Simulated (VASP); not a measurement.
A run of VASP 6.6.1 is set up as follows.

INCAR

```
SYSTEM = PbO2
ALGO = Normal
EDIFF = 1E-6
ENCUT = 520
GGA = PE
ISIF = 2
ISMEAR = 0
LASPH = .TRUE.
LCHARG = .FALSE.
LREAL = .FALSE.
LWAVE = .FALSE.
NBANDS = 35
NELM = 60
PREC = Accurate
SIGMA = 0.1
```

Contents of KPOINTS:

```
k-points
0
G
  4 4 4
  0 0 0
```

File POSCAR:

```
PbO2
1.0
    2.7117314686     -2.7287273576      0.0000000000
    2.7117314686      2.7287273576      0.0000000000
    0.0000000000      0.0000000000      5.3840531521
Pb O
2 4
Direct
    0.7499877623      0.2500122377      0.8332933714
    0.2500122377      0.7499877623      0.3332933714
    0.2800547687      0.2199289968      0.0832951993
    0.7199452313      0.7800710032      0.5832951993
    0.2199289968      0.2800547687      0.5832951993
    0.7800710032      0.7199452313      0.0832951993
```

Potentials or basis: VASP PAW PBE potentials, release 64 (Pb_d, O).

The run is started by

```bash
$ cat potpaw_PBE.64/Pb_d/POTCAR potpaw_PBE.64/O/POTCAR > POTCAR
$ mpirun -np 1 vasp_std > vasp.out
```

Problem. Estimate the band gap on the k mesh.

Solution. Zero (band 26 reaches 5.50 eV, above the bottom of band 27 at 5.37 eV).

Problem. Predict the pressure.

Solution. 0.2 GPa.

Forces on the atoms (eV/Å):
```
Pb   0.000  0.000  0.000
Pb   0.000  0.000  0.000
O    0.000  0.015  0.000
O    0.000 -0.015  0.000
O    0.000 -0.015  0.000
O    0.000  0.015  0.000
```

Caveat: the k points lie up to 0.41 Å⁻¹ apart; spin-orbit coupling is left out, which moves the levels of the heavy elements.
